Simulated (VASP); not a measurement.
# La (Pm-3m) in VASP: further runs

La is run at these levels: LDA; tasks: single point, relaxation of cell and atoms.

All numbers are computed with VASP 6.6.1; they aren't measurements. Logs are shortened: lines on timing, memory, paths and dates and some standing lists are left out, and cuts for length are marked.

## 1. The cell of the first run

Symmetry: Pm-3m, No. 221, cubic system. The conventional cell has a = 2.463 Å, b = 2.463 Å, c = 2.463 Å, α = 90.00°, β = 90.00°, γ = 90.00°. Within 3.3 Å of La (site symmetry m-3m) lie 6 La at 2.46 Å.

This isn't the form of La at room conditions, which is double hcp.

## 2. Single point, LDA

File INCAR:

```
SYSTEM = La
ALGO = Normal
EDIFF = 1E-7
ENCUT = 520
ISIF = 2
ISMEAR = -1
LASPH = .TRUE.
LCHARG = .FALSE.
LREAL = .FALSE.
LWAVE = .FALSE.
NBANDS = 12
NELM = 80
PREC = Accurate
SIGMA = 0.08
```

File KPOINTS:

```
k-points
0
G
  15 15 15
  0 0 0
```

File POSCAR:

```
La
1.0
    2.4629338750      0.0000000000      0.0000000000
    0.0000000000      2.4629338750      0.0000000000
    0.0000000000      0.0000000000      2.4629338750
La
1
Direct
    0.0000000000      0.0000000000      0.0000000000
```

Potentials or basis: VASP PAW LDA potentials, release 64 (La).

On the command line:

```bash
> cat potpaw_LDA.64/La/POTCAR > POTCAR
> mpirun -np 1 vasp_std > vasp.out
```

OUTCAR:

```text
SYSTEM = La
   EDIFF = 1E-7
   ENCUT = 520
   ISIF = 2
   ISMEAR = -1
   LASPH = .TRUE.
   LREAL = .FALSE.
   NELM = 80
   PREC = Accurate

 ion  position               nearest neighbor table
   1  0.000  0.000  0.000-

  LATTYP: Found a simple cubic cell.
 ALAT       =     2.4629338750

  Lattice vectors:

 A1 = (   2.4629338750,   0.0000000000,   0.0000000000)
 A2 = (   0.0000000000,   2.4629338750,   0.0000000000)
 A3 = (   0.0000000000,   0.0000000000,   2.4629338750)

Analysis of symmetry for initial positions (statically):
=====================================================================
 Subroutine PRICEL returns:
 Original cell was already a primitive cell.

 Routine SETGRP: Setting up the symmetry group for a
 simple cubic supercell.

 Subroutine GETGRP returns: Found 48 space group operations
 (whereof 48 operations were pure point group operations)
 out of a pool of 48 trial point group operations.

The static configuration has the point symmetry O_h .

Analysis of symmetry for dynamics (positions and initial velocities):
=====================================================================
 Subroutine PRICEL returns:
 Original cell was already a primitive cell.

 Routine SETGRP: Setting up the symmetry group for a
 simple cubic supercell.

 Subroutine GETGRP returns: Found 48 space group operations
 (whereof 48 operations were pure point group operations)
 out of a pool of 48 trial point group operations.

The dynamic configuration has the point symmetry O_h .

 Subroutine INISYM returns: Found 48 space group operations
 (whereof 48 operations are pure point group operations),
 and found     1 'primitive' translations

----------------------------------------------------------------------------------------

                                     Primitive cell

  volume of cell :      14.9403

  direct lattice vectors                    reciprocal lattice vectors
     2.462933875  0.000000000  0.000000000     0.406019833  0.000000000  0.000000000
     0.000000000  2.462933875  0.000000000     0.000000000  0.406019833  0.000000000
     0.000000000  0.000000000  2.462933875     0.000000000  0.000000000  0.406019833

  length of vectors
     2.462933875  2.462933875  2.462933875     0.406019833  0.406019833  0.406019833

  position of ions in fractional coordinates (direct lattice)
     0.000000000  0.000000000  0.000000000

  ion indices of the primitive-cell ions
   primitive index   ion index
                 1           1

----------------------------------------------------------------------------------------

 KPOINTS: k-points

Automatic generation of k-mesh.
 Grid dimensions read from file:
 generate k-points for:   15   15   15

 Generating k-lattice:

  Cartesian coordinates                     Fractional coordinates (reciprocal lattice)
     0.027067989  0.000000000  0.000000000     0.066666667  0.000000000  0.000000000
     0.000000000  0.027067989  0.000000000     0.000000000  0.066666667  0.000000000
     0.000000000  0.000000000  0.027067989     0.000000000  0.000000000  0.066666667

  Length of vectors
     0.027067989  0.027067989  0.027067989

  Shift w.r.t. Gamma in fractional coordinates (k-lattice)
     0.000000000  0.000000000  0.000000000

 Subroutine IBZKPT returns following result:
 ===========================================

 Found    120 irreducible k-points:

 Following reciprocal coordinates:
            Coordinates               Weight
  0.000000  0.000000  0.000000      1.000000
  0.066667  0.000000  0.000000      6.000000
  0.133333  0.000000  0.000000      6.000000
  0.200000  0.000000  0.000000      6.000000
  0.266667  0.000000  0.000000      6.000000
  0.333333  0.000000  0.000000      6.000000
[... 16 lines left out ...]
  0.266667  0.200000  0.000000     24.000000
  0.333333  0.200000  0.000000     24.000000
 [... further k-points ...]
   k-points           NKPTS =    120   k-points in BZ     NKDIM =    120   number of bands    NBANDS=     12
   number of dos      NEDOS =    301   number of ions     NIONS =      1
   total plane-waves  NPLWV =   5832
   dimension x,y,z NGX =    18 NGY =   18 NGZ =   18
   dimension x,y,z NGXF=    36 NGYF=   36 NGZF=   36
   ions per type =               1
   NGX,Y,Z   is equivalent  to a cutoff of  12.15, 12.15, 12.15 a.u.
   NGXF,Y,Z  is equivalent  to a cutoff of  24.30, 24.30, 24.30 a.u.
 SYSTEM =  La
   PREC   = accura    normal or accurate (medium, high low for compatibility)
   ISTART =      0    job   : 0-new  1-cont  2-samecut
   ICHARG =      2    charge: 1-file 2-atom 10-const
   ISPIN  =      1    spin polarized calculation?
   LNONCOLLINEAR =      F non collinear calculations
   LSORBIT =      F    spin-orbit coupling
   LASPH  =      T    aspherical Exc in radial PAW
   ENCUT  =  520.0 eV  38.22 Ry    6.18 a.u.   4.58  4.58  4.58*2*pi/ulx,y,z
   NELM   =     80;   NELMIN=  2; NELMDL= -5     # of ELM steps
   EDIFF  = 0.1E-06   stopping-criterion for ELM
   LREAL  =      F    real-space projection
   EDIFFG = 0.1E-05   stopping-criterion for IOM
   NSW    =      0    number of steps for IOM
   IBRION =     -1    ionic relax: 0-MD 1-quasi-New 2-CG
   NFREE  =      0    steps in history (QN), initial steepest desc. (CG)
   ISIF   =      2    stress and relaxation
   ISYM   =      2    0-nonsym 1-usesym 2-fastsym
   POTIM  = 0.5000    time-step for ionic-motion
   TEBEG  =    0.0;   TEEND  =   0.0 temperature during run
   PSTRESS=    0.0 pullay stress
   NELECT =      11.0000    total number of electrons
   NUPDOWN=      -1.0000    fix difference up-down
   EMIN   =  10.00;   EMAX   =-10.00  energy-range for DOS
   EFERMI =   0.00;   METHOD = LEGACY
   ISMEAR =    -1;   SIGMA  =   0.08  broadening in eV -4-tet -1-fermi 0-gaus
   EFERMI_NEDOS =   21; number of points for ismear=-14 and -15
   IALGO  =     38    algorithm
   IMIX   =      4    mixing-type and parameters
     AMIX     =   0.40;   BMIX     =  1.00
     AMIX_MAG =   1.60;   BMIX_MAG =  1.00
  volume/ion in A,a.u.               =      14.94       100.82
  Fermi-wavevector in a.u.,A,eV,Ry     =   1.478267  2.793520 29.732461  2.185274
  Thomas-Fermi vector in A             =   2.592569
   LORBIT       =      0    0 simple, 1 ext, 2 COOP (PROOUT), +10 PAW based schemes
   GGA     = CA    functional components
   LHFCALC =     F    Hartree Fock is set to
   AEXX    =    0.0000 exact exchange contribution
   IVDW    =     0    specifies the selected vdW correction
   LEPSILON=     F    determine dielectric tensor
   LRPA    =     F    only Hartree local field effects (RPA)
 non-spin polarized calculation
  energy-cutoff  :      520.00
  volume of cell :       14.94
 maximum number of plane-waves:       417
   NGX =  9   NGY =  9   NGZ =  9

 number of electron      11.0000002 magnetization

 Free energy of the ion-electron system (eV)
  ---------------------------------------------------
  ext. energy  EPLUGINS =         0.00000000
  ---------------------------------------------------
  free energy    TOTEN  =        -1.27192471 eV

  energy without entropy =       -1.24562088  energy(sigma->0) =       -1.25877280

 E-fermi :  20.3386     XC(G=0): -13.9433

 val. band max:       20.3381503141   @ k =   0.3333   0.1333   0.0000
 cond. band min:      20.3961798045   @ k =   0.3333   0.1333   0.0667
 fundamental gap:      0.0580294904
 Fermi energy:        20.3385940090

 k-point     1 :       0.0000    0.0000    0.0000
  band No.  band energies     occupation
      1     -15.7167      2.00000
      2       8.5320      2.00000
      3       8.5320      2.00000
      4       8.5320      2.00000
      5      17.2733      2.00000
      6      17.2733      2.00000
      7      21.6870      0.00000
      8      23.9440      0.00000
      9      23.9440      0.00000
     10      23.9440      0.00000
     11      26.1557      0.00000
     12      26.1557      0.00000

 k-point     2 :       0.0667    0.0000    0.0000
  band No.  band energies     occupation
      1     -15.6320      2.00000
      2       7.6815      2.00000
      3       8.6043      2.00000
      4       8.6043      2.00000
      5      17.3338      2.00000
      6      17.9119      2.00000
      7      22.0631      0.00000
      8      23.8724      0.00000
      9      23.9681      0.00000
     10      23.9681      0.00000
     11      26.1497      0.00000
     12      26.1566      0.00000

 k-point     3 :       0.1333    0.0000    0.0000
  band No.  band energies     occupation
      1     -15.3823      2.00000
      2       5.7836      2.00000
      3       8.8137      2.00000
      4       8.8137      2.00000
      5      17.5136      2.00000
      6      18.9674      2.00000
      7      23.3256      0.00000
      8      23.6603      0.00000
      9      24.0399      0.00000
     10      24.0399      0.00000
     11      26.1536      0.00000
     12      26.1583      0.00000

 k-point     4 :       0.2000    0.0000    0.0000
  band No.  band energies     occupation
      1     -14.9826      2.00000
      2       3.6128      2.00000
      3       9.1373      2.00000
      4       9.1373      2.00000
      5      17.8064      2.00000
      6      19.6649      1.99956
      7      23.3162      0.00000
      8      24.1576      0.00000
      9      24.1576      0.00000
     10      24.9496      0.00000
     11      26.0266      0.00000
     12      26.1592      0.00000

 k-point     5 :       0.2667    0.0000    0.0000
  band No.  band energies     occupation
      1     -14.4641      2.00000
      2       1.5228      2.00000
      3       9.5347      2.00000
      4       9.5347      2.00000
      5      18.2007      2.00000
      6      20.1051      1.89747
      7      22.8577      0.00000
      8      24.3215      0.00000
      9      24.3215      0.00000
     10      25.3852      0.00000
     11      25.8890      0.00000
     12      26.1549      0.00000
[... 228 lines left out ...]
      1     -12.6730      2.00000
      2      -2.1597      2.00000
      3       7.9249      2.00000
      4      10.7785      2.00000
      5      19.2636      2.00000
      6      20.6776      0.02849
      7      21.3229      0.00001
      8      25.0362      0.00000
      9      25.1130      0.00000
     10      25.2626      0.00000
     11      25.4056      0.00000
     12      26.0744      0.00000

 k-point    22 :       0.2000    0.2000    0.0000
  band No.  band energies     occupation
      1     -14.2438      2.00000
      2       3.9797      2.00000
      3       4.5444      2.00000
      4       9.7466      2.00000
      5      19.1496      2.00000
      6      21.5467      0.00000
      7      22.2327      0.00000
      8      23.8037      0.00000
      9      24.4073      0.00000
     10      25.3685      0.00000
     11      25.5728      0.00000
     12      26.2943      0.00000

 k-point    23 :       0.2667    0.2000    0.0000
  band No.  band energies     occupation
      1     -13.7212      2.00000
      2       2.1408      2.00000
      3       4.7295      2.00000
      4      10.1462      2.00000
      5      19.4622      1.99997
      6      20.4194      0.53373
      7      22.5543      0.00000
      8      23.9781      0.00000
      9      24.5916      0.00000
     10      25.3476      0.00000
     11      25.3571      0.00000
     12      26.3413      0.00000

 k-point    24 :       0.3333    0.2000    0.0000
  band No.  band energies     occupation
      1     -13.1377      2.00000
      2       0.3344      2.00000
      3       5.1739      2.00000
      4      10.5589      2.00000
      5      19.0128      2.00000
      6      20.1408      1.84446
      7      22.3951      0.00000
      8      24.3696      0.00000
      9      24.7955      0.00000
     10      25.1809      0.00000
     11      25.3602      0.00000
     12      26.4085      0.00000

 [... further k-points ...]

------------------------ aborting loop because EDIFF is reached ----------------------------------------

  FORCE on cell =-STRESS in cart. coord.  units (eV):
  Direction    XX          YY          ZZ          XY          YZ          ZX
  --------------------------------------------------------------------------------------
  -------------------------------------------------------------------------------------
  Total       15.8141329     15.8141329     15.8141329      0.0000000     -0.0000000     -0.0000000
  in kB     1695.8901222   1695.8901222   1695.8901222      0.0000000     -0.0000000     -0.0000000
  external PRESSURE =    1695.8901222 kB  Pullay stress =       0.0000000 kB

 VOLUME and BASIS-vectors are now :
 -----------------------------------------------------------------------------
  energy-cutoff  :      520.00
  volume of cell :       14.94
      direct lattice vectors                 reciprocal lattice vectors
     2.462933875  0.000000000  0.000000000     0.406019833  0.000000000  0.000000000
     0.000000000  2.462933875  0.000000000     0.000000000  0.406019833  0.000000000
     0.000000000  0.000000000  2.462933875     0.000000000  0.000000000  0.406019833

 POSITION                                       TOTAL-FORCE (eV/Angst)
 -----------------------------------------------------------------------------------
      0.00000      0.00000      0.00000         0.000000      0.000000      0.000000
 -----------------------------------------------------------------------------------
    total drift:                                0.000000      0.000000      0.000000

  FREE ENERGIE OF THE ION-ELECTRON SYSTEM (eV)
  ---------------------------------------------------
  free  energy   TOTEN  =        -1.2719247147 eV

  energy  without entropy=       -1.2456208815  energy(sigma->0) =       -1.25877280
```

Wall time 21 s (1 thread of Intel Xeon 8259CL, shared host); peak memory 0.14 GiB.

What came out:

- Free energy: -1.2719 eV
- Pressure: 169.6 GPa
- Band gap on the k mesh: zero (an odd number of electrons rules out a gap without spin polarisation)

Caveat: the cell stands under pressure; spin-orbit coupling is left out, which moves the levels of the heavy elements.

(Continued in part 2 of 3.)
